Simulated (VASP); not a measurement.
As: single point with HF

Crystal: As.

```
CELL_PARAMETERS angstrom
2.74654 0.00000 0.00000
0.00000 2.74654 0.00000
0.00000 0.00000 2.74654
ATOMIC_POSITIONS crystal
As 0.50000 0.50000 0.50000
```

This isn't the form of As at room conditions, which is rhombohedral.

* Program: VASP 6.6.1
* Task: single point
* Functional: HF
* Potentials or basis: VASP PAW PBE potentials, release 64 (As)
* Cutoff: 520 eV
* k mesh: 5 × 5 × 5
* Occupations: fermi-dirac, width 0.05 eV
* Spin: no spin polarisation

```yaml
Pressure: -2.9 GPa
Band_gap_on_the_k_mesh: zero (an odd number of electrons rules out a gap without spin polarisation)
```

Levels at points of the mesh, in eV from the Fermi level:
```
           k point  band 1  band 2  band 3  band 4  band 5  band 6
(0.00, 0.00, 0.00)  -22.44    8.11    8.24    8.40   12.77   13.01
```

Wall time 2.3 min on 1 thread of Intel Xeon 8259CL, with other jobs on the host, peak memory 0.13 GiB.

Caveat: the k points lie up to 0.46 Å⁻¹ apart, too coarse for converged energies and pressures of a metal; the PAW data sets were made with another functional, which shifts forces and pressure a little.
